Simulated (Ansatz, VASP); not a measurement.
## TePb: VASP beside Ansatz

```
Te Pb
1.0
     7.96468    0.00000    0.00000
     0.00000    4.57078    0.00000
     0.00000    0.00000    7.91384
Te Pb
4 4
Direct
  0.24997 0.75000 0.08343
  0.74997 0.75000 0.41657
  0.25003 0.25000 0.58343
  0.75003 0.25000 0.91657
  0.99995 0.75000 0.75000
  0.49995 0.75000 0.75000
  0.50005 0.25000 0.25000
  0.00005 0.25000 0.25000
```

Alike in both runs: functional PBE; k mesh 6 × 8 × 6; occupations gaussian, width 0.01 eV; no spin polarisation.

Ansatz relaxed the structure, and its values are those at the end. VASP's run is a single point on that final structure, the one shown.

|  | VASP | Ansatz |
| --- | --- | --- |
| version | VASP 6.6.1 | Ansatz 0.2.0 |
| potentials or method | VASP PAW PBE potentials, release 64 (Te, Pb_d), cutoff 520 eV | scalar-relativistic, plane waves, PAW |
| valence electrons in the cell | 80 | 120 |

```csv
,VASP,Ansatz,Ansatz less VASP
gap on the k mesh at the Fermi level (eV),0.12,0.12,-0.003
least direct gap on the mesh (eV),0.22,0.22,-0.004
pressure (GPa),0.0,0.0,+0.04
```

With one functional, cell and mesh, what is left measures potentials, basis and numerics. VASP's potentials hold 80 valence electrons a cell and Ansatz's 120, so a difference there can come from the potentials and not from the codes.

Neither program's run includes spin-orbit coupling.
